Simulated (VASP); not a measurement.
TaSBr: relaxation of cell and atoms with PBE

TaSBr:

```
Ta S Br
1.0
     3.49168    0.00000    0.00000
     0.00000    3.49168    0.00000
     0.00000    0.00000    5.21878
Ta S Br
1 1 1
Cartesian
  1.7458 1.7458 2.6094
  0.0000 0.0000 2.6094
  1.7458 1.7458 0.0000
```

```yaml
Program: VASP 6.6.1
Task: relaxation of cell and atoms
Functional: PBE
Potentials_or_basis: VASP PAW PBE potentials, release 64 (Ta_pv, S, Br)
Cutoff: 600 eV
k_mesh: 14 × 14 × 10
Occupations: gaussian, width 0.1 eV
Spin: no spin polarisation
Dipole_correction: no
Further_INCAR_settings: ALGO = Normal; EDIFF = 1e-07; IBRION = 2; EDIFFG = -0.01; NSW = 100; ISIF = 3
```

| Quantity | Value |
| --- | --- |
| Relaxed volume | 21.24 Å³/atom |
| Relaxed cell | a = 3.493 Å, b = 3.493 Å, c = 5.221 Å, α = 90.00°, β = 90.00°, γ = 90.00° |
| Space group after relaxing (to 0.05 Å) | P4/mmm (No. 123) |
| Energy gained by relaxing | 0.0 meV/atom |
| Ionic steps | 3 |
| Pressure after relaxing | 0.0 GPa |
| Band gap on the k mesh | zero (band 12 reaches 6.77 eV, above the bottom of band 13 at 3.45 eV) |

Final structure:
```
Ta S Br
1.0
     3.49333    0.00000    0.00000
     0.00000    3.49333    0.00000
     0.00000    0.00000    5.22112
Ta S Br
1 1 1
Direct
  0.50000 0.50000 0.50000
  0.00000 0.00000 0.50000
  0.50000 0.50000 0.00000
```

Levels at points of the mesh, in eV from the Fermi level:
```
           k point  band 10  band 11  band 12  band 13  band 14  band 15
(0.00, 0.00, 0.00)    -2.50    -2.27    -2.27    -0.83    -0.22    -0.22
(0.50, 0.00, 0.00)    -5.07    -2.34     0.24     0.51     1.32     1.77
(0.50, 0.50, 0.00)    -3.89    -3.21    -2.03    -2.03     0.46     1.48
(0.00, 0.00, 0.50)    -3.41    -3.23    -3.23    -0.82     1.16     1.16
(0.50, 0.00, 0.50)    -2.85    -2.74     1.25     1.47     1.99     3.55
(0.50, 0.50, 0.50)    -5.38    -3.44    -0.15    -0.15     0.84     2.09
```

It took 7 min on 1 thread of Intel(R) Xeon(R) Platinum 8259CL CPU @ 2.50GHz (Skylake/Cascade Lake) (shared host), peak memory 0.44 GiB.

Caveat: spin-orbit coupling is left out, which moves the levels of the heavy elements.
